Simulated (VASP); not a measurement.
Set up this calculation in VASP 6.6.1, as the native input.

| Property | Result |
| --- | --- |
| Task | single point |
| Functional | PBE |
| Potentials or basis | VASP PAW PBE potentials, release 64 (O, Li_sv) |
| Cutoff | 750 eV |
| k mesh | 6 × 6 × 6 |
| Occupations | gaussian, width 0.01 eV |
| Spin | no spin polarisation |
| Dipole correction | no |
| Further INCAR settings | ALGO = Normal; EDIFF = 1e-06; NBANDS = 13 |

The structure of Li2O lies in POSCAR:

```
Li2O
1.0
    0.0000000000      2.2863684503      2.2863684503
    2.2863684503      0.0000000000      2.2863684503
    2.2863684503      2.2863684503      0.0000000000
O Li
1 2
Direct
    0.0000000000      0.0000000000      0.0000000000
    0.2500000000      0.2500000000      0.2500000000
    0.7500000000      0.7500000000      0.7500000000
```

These files were run (other wordings do the same):

INCAR

```
PREC     = Accurate       # precision mode
ENCUT    = 750            # plane-wave cutoff, eV
EDIFF    = 1E-6           # SCF threshold, eV
ISMEAR   = 0              # smearing method
SIGMA    = 0.01           # smearing width, eV
LREAL    = False          # projectors in reciprocal space
LASPH    = True           # aspherical terms in the spheres
NELM     = 120            # most SCF steps
ALGO     = Normal         # electronic algorithm
ISIF     = 2              # what is computed and relaxed
LWAVE    = False          # write WAVECAR
LCHARG   = False          # write CHGCAR
GGA      = PE             # functional
NBANDS   = 13             # bands
GGA_COMPAT= False
```

KPOINTS

```
Automatic mesh
0
Gamma
  6 6 6
```

Potentials or basis: VASP PAW PBE potentials, release 64 (O, Li_sv).

The run is started by

```console
$ cat potpaw_PBE.64/O/POTCAR potpaw_PBE.64/Li_sv/POTCAR > POTCAR
$ mpirun -np 1 vasp_std > vasp.out
```

It gave:

```json
{"Pressure": "2.7 GPa", "Band gap on the k mesh": "5.04 eV, indirect (least direct gap 5.49 eV)"}
```

Run time: 7.2 s on 1 thread of AMD EPYC 9R45 96-Core Processor (Zen 5), with other jobs on the host, peak memory 0.13 GiB.
